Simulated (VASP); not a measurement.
# GaSb (Immm) in VASP: single point with r2SCAN

Aim: the single point of GaSb with r2SCAN.

Everything below comes from runs of VASP 6.6.1. Logs are shortened: lines on timing, memory, paths and dates and some standing lists are left out, and cuts for length are marked.

**1. The cell of the first run**

The structure is orthorhombic, space group Immm (No. 71). The conventional cell has a = 3.112 Å, b = 5.350 Å, c = 5.787 Å, α = 90.00°, β = 90.00°, γ = 90.00°. Ga (site symmetry mmm) has 6 Sb at 2.89 to 3.09 Å and 2 Ga at 3.11 Å within 3.8 Å. Sb (site symmetry mmm) has 6 Ga at 2.89 to 3.09 Å and 2 Sb at 3.11 Å within 3.8 Å.

**2. Single point, r2SCAN**

POSCAR reads:

```
GaSb
1.0
   -1.5559010000      2.6750030000      2.8933130000
    1.5559010000     -2.6750030000      2.8933130000
    1.5559010000      2.6750030000     -2.8933130000
Ga Sb
1 1
Direct
    0.0000000000      0.0000000000      0.0000000000
    0.5000000000      0.5000000000      0.0000000000
```

INCAR.step1 reads:

```
PREC = Accurate
ENCUT = 550
ISMEAR = -1
SIGMA = 0.1
LREAL = F
LASPH = T
NELM = 120
NBANDS = 16
GGA = PE
ALGO = Normal
EDIFF = 1E-5
LWAVE = T
LCHARG = F
GGA_COMPAT = F
```

INCAR.step2 reads:

```
PREC = Accurate
ENCUT = 550
EDIFF = 1E-6
ISMEAR = -1
SIGMA = 0.1
LREAL = F
LASPH = T
NELM = 120
ALGO = Normal
ISIF = 2
LWAVE = F
LCHARG = F
METAGGA = R2SCAN
LMIXTAU = T
NBANDS = 16
ISTART = 1
GGA_COMPAT = F
```

KPOINTS reads:

```
regular mesh
0
Gamma
  4 4 4
```

Potentials or basis: VASP PAW PBE potentials, release 64 (Ga_d, Sb).

Started as:

```sh
$ cat potpaw_PBE.64/Ga_d/POTCAR potpaw_PBE.64/Sb/POTCAR > POTCAR
$ cp INCAR.step1 INCAR
$ mpirun -np 1 vasp_std > vasp.out
$ cp INCAR.step2 INCAR
$ mpirun -np 1 vasp_std > vasp.out
```

OUTCAR:

```text
PREC = Accurate
   ENCUT = 550
   EDIFF = 1E-6
   ISMEAR = -1
   LREAL = F
   LASPH = T
   NELM = 120
   ISIF = 2
   METAGGA = R2SCAN
   ISTART = 1

 ion  position               nearest neighbor table
   1  0.000  0.000  0.000-   2 2.89   2 2.89   2 3.09   2 3.09   2 3.09   2 3.09
   2  0.500  0.500  0.000-   1 2.89   1 2.89   1 3.09   1 3.09   1 3.09   1 3.09

  LATTYP: Found a body centered orthorhombic cell.
 ALAT       =     3.1118020000
 B/A-ratio  =     1.7192629865
 C/A-ratio  =     1.8595739703

  Lattice vectors:

 A1 = (  -1.5559010000,   2.6750030000,   2.8933130000)
 A2 = (   1.5559010000,  -2.6750030000,   2.8933130000)
 A3 = (   1.5559010000,   2.6750030000,  -2.8933130000)

Analysis of symmetry for initial positions (statically):
=====================================================================
 Subroutine PRICEL returns:
 Original cell was already a primitive cell.

 Routine SETGRP: Setting up the symmetry group for a
 body centered orthorhombic supercell.

 Subroutine GETGRP returns: Found  8 space group operations
 (whereof  8 operations were pure point group operations)
 out of a pool of  8 trial point group operations.

The static configuration has the point symmetry D_2h.

Analysis of symmetry for dynamics (positions and initial velocities):
=====================================================================
 Subroutine PRICEL returns:
 Original cell was already a primitive cell.

 Routine SETGRP: Setting up the symmetry group for a
 body centered orthorhombic supercell.

 Subroutine GETGRP returns: Found  8 space group operations
 (whereof  8 operations were pure point group operations)
 out of a pool of  8 trial point group operations.

The dynamic configuration has the point symmetry D_2h.

 Subroutine INISYM returns: Found  8 space group operations
 (whereof  8 operations are pure point group operations),
 and found     1 'primitive' translations

----------------------------------------------------------------------------------------

                                     Primitive cell

  volume of cell :      48.1683

  direct lattice vectors                    reciprocal lattice vectors
    -1.555901000  2.675003000  2.893313000     0.000000000  0.186915678  0.172812274
     1.555901000 -2.675003000  2.893313000     0.321357207  0.000000000  0.172812274
     1.555901000  2.675003000 -2.893313000     0.321357207  0.186915678  0.000000000

  length of vectors
     4.236476022  4.236476022  4.236476022     0.254561491  0.364876057  0.371763265

  position of ions in fractional coordinates (direct lattice)
     0.000000000  0.000000000  0.000000000
     0.500000000  0.500000000  0.000000000

  ion indices of the primitive-cell ions
   primitive index   ion index
                 1           1
                 2           2

----------------------------------------------------------------------------------------

 KPOINTS: regular mesh

Automatic generation of k-mesh.
 Grid dimensions read from file:
 generate k-points for:    4    4    4

 Generating k-lattice:

  Cartesian coordinates                     Fractional coordinates (reciprocal lattice)
     0.000000000  0.046728920  0.043203069     0.250000000  0.000000000  0.000000000
     0.080339302  0.000000000  0.043203069     0.000000000  0.250000000  0.000000000
     0.080339302  0.046728920  0.000000000     0.000000000  0.000000000  0.250000000

  Length of vectors
     0.063640373  0.091219014  0.092940816

  Shift w.r.t. Gamma in fractional coordinates (k-lattice)
     0.000000000  0.000000000  0.000000000

 Subroutine IBZKPT returns following result:
 ===========================================

 Found     18 irreducible k-points:

 Following reciprocal coordinates:
            Coordinates               Weight
  0.000000  0.000000  0.000000      1.000000
  0.250000  0.000000 -0.000000      4.000000
  0.500000  0.000000 -0.000000      2.000000
  0.000000  0.250000  0.000000      4.000000
  0.250000  0.250000 -0.000000      8.000000
  0.500000  0.250000 -0.000000      8.000000
[... 10 lines left out ...]
 -0.250000 -0.250000  0.250000      2.000000
  0.500000  0.500000  0.500000      1.000000
   k-points           NKPTS =     18   k-points in BZ     NKDIM =     18   number of bands    NBANDS=     16
   number of dos      NEDOS =    301   number of ions     NIONS =      2
   total plane-waves  NPLWV =  32768
   dimension x,y,z NGX =    32 NGY =   32 NGZ =   32
   dimension x,y,z NGXF=    64 NGYF=   64 NGZF=   64
   ions per type =               1   1
   NGX,Y,Z   is equivalent  to a cutoff of  12.56, 12.56, 12.56 a.u.
   NGXF,Y,Z  is equivalent  to a cutoff of  25.11, 25.11, 25.11 a.u.
 SYSTEM =  unknown system
   PREC   = accura    normal or accurate (medium, high low for compatibility)
   ISTART =      1    job   : 0-new  1-cont  2-samecut
   ICHARG =      0    charge: 1-file 2-atom 10-const
   ISPIN  =      1    spin polarized calculation?
   LNONCOLLINEAR =      F non collinear calculations
   LSORBIT =      F    spin-orbit coupling
   LASPH  =      T    aspherical Exc in radial PAW
   ENCUT  =  550.0 eV  40.42 Ry    6.36 a.u.   8.10  8.10  8.10*2*pi/ulx,y,z
   NELM   =    120;   NELMIN=  2; NELMDL=  0     # of ELM steps
   EDIFF  = 0.1E-05   stopping-criterion for ELM
   LREAL  =      F    real-space projection
   EDIFFG = 0.1E-04   stopping-criterion for IOM
   NSW    =      0    number of steps for IOM
   IBRION =     -1    ionic relax: 0-MD 1-quasi-New 2-CG
   NFREE  =      0    steps in history (QN), initial steepest desc. (CG)
   ISIF   =      2    stress and relaxation
   ISYM   =      2    0-nonsym 1-usesym 2-fastsym
   POTIM  = 0.5000    time-step for ionic-motion
   TEBEG  =    0.0;   TEEND  =   0.0 temperature during run
   PSTRESS=    0.0 pullay stress
   NELECT =      18.0000    total number of electrons
   NUPDOWN=      -1.0000    fix difference up-down
   EMIN   =  10.00;   EMAX   =-10.00  energy-range for DOS
   EFERMI =   0.00;   METHOD = LEGACY
   ISMEAR =    -1;   SIGMA  =   0.10  broadening in eV -4-tet -1-fermi 0-gaus
   EFERMI_NEDOS =   21; number of points for ismear=-14 and -15
   IALGO  =     38    algorithm
   IMIX   =      4    mixing-type and parameters
     AMIX     =   0.40;   BMIX     =  1.00
     AMIX_MAG =   1.60;   BMIX_MAG =  1.00
  volume/ion in A,a.u.               =      24.08       162.53
  Fermi-wavevector in a.u.,A,eV,Ry     =   1.179176  2.228319 18.918287  1.390455
  Thomas-Fermi vector in A             =   2.315491
   LORBIT       =      0    0 simple, 1 ext, 2 COOP (PROOUT), +10 PAW based schemes
   METAGGA = R2SCAN    functional components
   LHFCALC =     F    Hartree Fock is set to
   AEXX    =    0.0000 exact exchange contribution
   IVDW    =     0    specifies the selected vdW correction
   LEPSILON=     F    determine dielectric tensor
   LRPA    =     F    only Hartree local field effects (RPA)
 non-spin polarized calculation
  energy-cutoff  :      550.00
  volume of cell :       48.17
 maximum number of plane-waves:      1420
   NGX = 17   NGY = 17   NGZ = 17

 number of electron      17.9999989 magnetization

 Free energy of the ion-electron system (eV)
  ---------------------------------------------------
  ext. energy  EPLUGINS =         0.00000000
  ---------------------------------------------------
  free energy    TOTEN  =       -36.86952857 eV

  energy without entropy =      -36.82942294  energy(sigma->0) =      -36.84947575

 E-fermi :   6.4230     XC(G=0): -10.9797

 val. band max:        6.2423513532   @ k =   0.2500   0.2500  -0.0000
 cond. band min:       6.4880190658   @ k =  -0.2500   0.2500   0.0000
 fundamental gap:      0.2456677126
 Fermi energy:         6.4230075396

 k-point     1 :       0.0000    0.0000    0.0000
  band No.  band energies     occupation
      1      -9.1243      2.00000
      2      -9.0440      2.00000
      3      -9.0356      2.00000
      4      -9.0075      2.00000
      5      -8.9802      2.00000
      6      -6.0338      2.00000
[... 8 lines left out ...]
     15      15.9363      0.00000
     16      17.3597      0.00000

 k-point     2 :       0.2500    0.0000   -0.0000
  band No.  band energies     occupation
      1      -9.1220      2.00000
      2      -9.0540      2.00000
      3      -9.0298      2.00000
      4      -9.0074      2.00000
      5      -8.9790      2.00000
      6      -5.4875      2.00000
[... 8 lines left out ...]
     15      16.3841      0.00000
     16      17.4926      0.00000

 k-point     3 :       0.5000    0.0000   -0.0000
  band No.  band energies     occupation
      1      -9.1204      2.00000
      2      -9.0638      2.00000
      3      -9.0241      2.00000
      4      -9.0074      2.00000
      5      -8.9777      2.00000
      6      -4.5250      2.00000
[... 8 lines left out ...]
     15      16.7827      0.00000
     16      18.9426      0.00000

 k-point     4 :       0.0000    0.2500    0.0000
  band No.  band energies     occupation
      1      -9.0493      2.00000
      2      -9.0489      2.00000
      3      -9.0435      2.00000
      4      -9.0229      2.00000
      5      -9.0118      2.00000
      6      -4.7574      2.00000
[... 8 lines left out ...]
     15      14.1739      0.00000
     16      18.4530      0.00000

 k-point     5 :       0.2500    0.2500   -0.0000
  band No.  band energies     occupation
      1      -9.0612      2.00000
      2      -9.0505      2.00000
      3      -9.0401      2.00000
      4      -9.0168      2.00000
      5      -9.0115      2.00000
      6      -3.8133      2.00000
[... 8 lines left out ...]
     15      16.4394      0.00000
     16      17.6929      0.00000

 k-point     6 :       0.5000    0.2500   -0.0000
  band No.  band energies     occupation
      1      -9.0689      2.00000
      2      -9.0467      2.00000
      3      -9.0361      2.00000
      4      -9.0210      2.00000
      5      -9.0082      2.00000
      6      -3.7057      2.00000
[... 8 lines left out ...]
     15      17.7236      0.00000
     16      17.8860      0.00000

 k-point     7 :      -0.2500    0.2500    0.0000
  band No.  band energies     occupation
      1      -9.0613      2.00000
      2      -9.0431      2.00000
      3      -9.0370      2.00000
      4      -9.0263      2.00000
      5      -9.0098      2.00000
      6      -4.7032      2.00000
[... 8 lines left out ...]
     15      14.3626      0.00000
     16      15.3011      0.00000

 k-point     8 :       0.0000    0.5000    0.0000
  band No.  band energies     occupation
      1      -9.0896      2.00000
      2      -9.0545      2.00000
      3      -9.0462      2.00000
      4      -9.0114      2.00000
      5      -8.9595      2.00000
      6      -1.8537      2.00000
[... 8 lines left out ...]
     15      16.0965      0.00000
     16      17.6242      0.00000

 k-point     9 :       0.2500    0.5000   -0.0000
  band No.  band energies     occupation
      1      -9.0939      2.00000
      2      -9.0516      2.00000
      3      -9.0453      2.00000
      4      -9.0116      2.00000
      5      -8.9597      2.00000
      6      -1.9058      2.00000
[... 8 lines left out ...]
     15      16.9176      0.00000
     16      17.4816      0.00000
[... 58 lines left out ...]
 k-point    13 :       0.5000    0.5000    0.2500
  band No.  band energies     occupation
      1      -9.0889      2.00000
      2      -9.0478      2.00000
      3      -9.0358      2.00000
      4      -9.0156      2.00000
      5      -9.0041      2.00000
      6      -2.8649      2.00000
[... 8 lines left out ...]
     15      18.7837      0.00000
     16      19.6981      0.00000

 k-point    14 :      -0.2500    0.5000    0.2500
  band No.  band energies     occupation
      1      -9.0855      2.00000
      2      -9.0475      2.00000
      3      -9.0395      2.00000
      4      -9.0100      2.00000
      5      -9.0089      2.00000
      6      -3.0434      2.00000
[... 8 lines left out ...]
     15      18.2945      0.00000
     16      19.5104      0.00000

 k-point    15 :       0.2500   -0.2500    0.2500
  band No.  band energies     occupation
      1      -9.1229      2.00000
      2      -9.0715      2.00000
      3      -9.0226      2.00000
      4      -9.0070      2.00000
      5      -8.9775      2.00000
      6      -4.8615      2.00000
[... 8 lines left out ...]
     15      15.0949      0.00000
     16      17.9934      0.00000

 k-point    16 :       0.5000   -0.2500    0.2500
  band No.  band energies     occupation
      1      -9.1222      2.00000
      2      -9.0919      2.00000
      3      -9.0153      2.00000
      4      -9.0052      2.00000
      5      -8.9764      2.00000
      6      -4.0618      2.00000
[... 8 lines left out ...]
     15      18.9049      0.00000
     16      19.1370      0.00000

 k-point    17 :      -0.2500   -0.2500    0.2500
  band No.  band energies     occupation
      1      -9.1204      2.00000
      2      -9.0761      2.00000
      3      -9.0224      2.00000
      4      -9.0053      2.00000
      5      -8.9781      2.00000
      6      -5.0320      2.00000
[... 8 lines left out ...]
     15      15.6288      0.00000
     16      19.8382      0.00000

 k-point    18 :       0.5000    0.5000    0.5000
  band No.  band energies     occupation
      1      -9.1311      2.00000
      2      -9.1112      2.00000
      3      -9.0064      2.00000
      4      -9.0031      2.00000
      5      -8.9749      2.00000
      6      -3.4257      2.00000
[... 8 lines left out ...]
     15      20.7842      0.00000
     16      21.2747      0.00000

------------------------ aborting loop because EDIFF is reached ----------------------------------------

  FORCE on cell =-STRESS in cart. coord.  units (eV):
  Direction    XX          YY          ZZ          XY          YZ          ZX
  --------------------------------------------------------------------------------------
  -------------------------------------------------------------------------------------
  Total        1.0355653     -1.4236335     -2.0134334      0.0000000      0.0000000      0.0000000
  in kB       34.4450197    -47.3529610    -66.9709121      0.0000000      0.0000000      0.0000000
  external PRESSURE =     -26.6262845 kB  Pullay stress =       0.0000000 kB

 VOLUME and BASIS-vectors are now :
 -----------------------------------------------------------------------------
  energy-cutoff  :      550.00
  volume of cell :       48.17
      direct lattice vectors                 reciprocal lattice vectors
    -1.555901000  2.675003000  2.893313000     0.000000000  0.186915678  0.172812274
     1.555901000 -2.675003000  2.893313000     0.321357207  0.000000000  0.172812274
     1.555901000  2.675003000 -2.893313000     0.321357207  0.186915678  0.000000000

 POSITION                                       TOTAL-FORCE (eV/Angst)
 -----------------------------------------------------------------------------------
      0.00000      0.00000      0.00000         0.000000      0.000000     -0.000000
      0.00000      0.00000      2.89331        -0.000000     -0.000000      0.000000
 -----------------------------------------------------------------------------------
    total drift:                               -0.000000      0.000000      0.000000

  FREE ENERGIE OF THE ION-ELECTRON SYSTEM (eV)
  ---------------------------------------------------
  free  energy   TOTEN  =       -36.8695285652 eV

  energy  without entropy=      -36.8294229417  energy(sigma->0) =      -36.84947575
```

Wall time 59 s (1 thread of Intel Xeon Platinum 8488C (Sapphire Rapids), shared host); peak memory 0.19 GiB.

Results:

```yaml
Free_energy: -36.8695 eV
Pressure: -2.7 GPa
Band_gap_on_the_k_mesh: zero (bands 9 and 10 overlap by 3.44 eV)
```

Levels at points of the mesh, in eV from the Fermi level:
| k point | band 7 | band 8 | band 9 | band 10 | band 11 | band 12 |
| --- | --- | --- | --- | --- | --- | --- |
| (0.00, 0.00, 0.00) | -3.17 | -2.33 | -1.86 | 3.82 | 5.78 | 6.51 |
| (0.50, 0.00, 0.00) | -8.42 | -0.25 | 1.58 | 2.30 | 2.85 | 5.19 |
| (0.00, 0.50, 0.00) | -6.26 | -2.06 | -0.45 | -0.28 | 1.22 | 3.12 |
| (0.50, 0.50, 0.00) | -5.22 | -2.99 | -2.23 | -1.86 | 3.76 | 4.09 |
| (0.50, 0.50, 0.50) | -6.20 | -5.28 | -5.01 | 3.54 | 7.58 | 10.19 |

Caveat: the k points lie up to 0.57 Å⁻¹ apart, too coarse for converged energies and pressures of a metal; the PAW data sets were made with another functional, which shifts forces and pressure a little; spin-orbit coupling is left out, which moves the levels of the heavy elements.
